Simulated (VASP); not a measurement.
B4N3: single point with PBE

Crystal: B4N3.

```xyz
7
Lattice="4.2521 0.0000 0.0000 0.0000 4.2521 0.0000 0.0000 0.0000 4.2216" Properties=species:S:1:pos:R:3 pbc="T T T"
B     0.0000    2.1260    2.8956
B     2.1260    0.0000    2.8956
B     0.0000    2.1260    1.3259
B     2.1260    0.0000    1.3259
N     0.0000    0.0000    0.0000
N     0.0000    2.1260    0.0000
N     2.1260    0.0000    0.0000
```

The cell was built from a structure type or drawn by symmetry, and may not be a known phase.

```json
{"Program": "VASP 6.6.1", "Task": "single point", "Functional": "PBE", "Potentials or basis": "VASP PAW PBE potentials, release 64 (B, N)", "Cutoff": "600 eV", "k mesh": "4 × 4 × 4", "Occupations": "gaussian, width 0.2 eV", "Spin": "no spin polarisation", "Dipole correction": "no", "Further INCAR settings": "ALGO = Normal; EDIFF = 1e-06; NBANDS = 22"}
```

```yaml
Pressure: 0.3 GPa
Largest_force: 0.022 eV/Å
Band_gap_on_the_k_mesh: zero (an odd number of electrons rules out a gap without spin polarisation)
```

Forces in eV/Å, atoms in the order of the input:
```
B    0.000  0.000 -0.022
B    0.000  0.000 -0.022
B    0.000  0.000  0.022
B    0.000  0.000  0.022
N    0.000  0.000  0.000
N    0.000  0.000  0.000
N    0.000  0.000  0.000
```

Stress tensor (GPa, compression positive):
```
 0.59  0.00  0.00
 0.00  0.59  0.00
 0.00  0.00 -0.22
```

Levels at points of the mesh, in eV from the Fermi level:
```tsv
k point	band 10	band 11	band 12	band 13	band 14	band 15	band 16	band 17	band 18	band 19
(0.00, 0.00, 0.00)	-4.17	-4.17	-1.33	0.98	0.98	2.94	2.94	3.06	3.06	4.83
(0.50, 0.00, 0.00)	-4.93	-3.57	-2.02	-0.83	1.55	2.26	2.58	2.98	3.41	3.52
(0.50, 0.50, 0.00)	-3.77	-3.32	-2.75	-1.07	-1.07	0.62	0.81	2.30	5.26	5.38
(0.00, 0.00, 0.50)	-3.64	-3.64	-1.98	-1.98	-1.34	1.69	1.69	2.55	2.55	3.68
(0.50, 0.00, 0.50)	-4.27	-3.07	-2.80	-0.73	-0.62	-0.59	-0.43	1.75	2.51	5.49
(0.50, 0.50, 0.50)	-3.43	-3.11	-2.89	-2.70	-1.14	-1.14	1.43	2.29	2.37	6.43
```

It took 31 s on 1 thread of Intel(R) Xeon(R) Platinum 8488C (Sapphire Rapids), on a shared host, peak memory 0.2 GiB.

Caveat: the k points lie up to 0.37 Å⁻¹ apart, too coarse for converged energies and pressures of a metal.
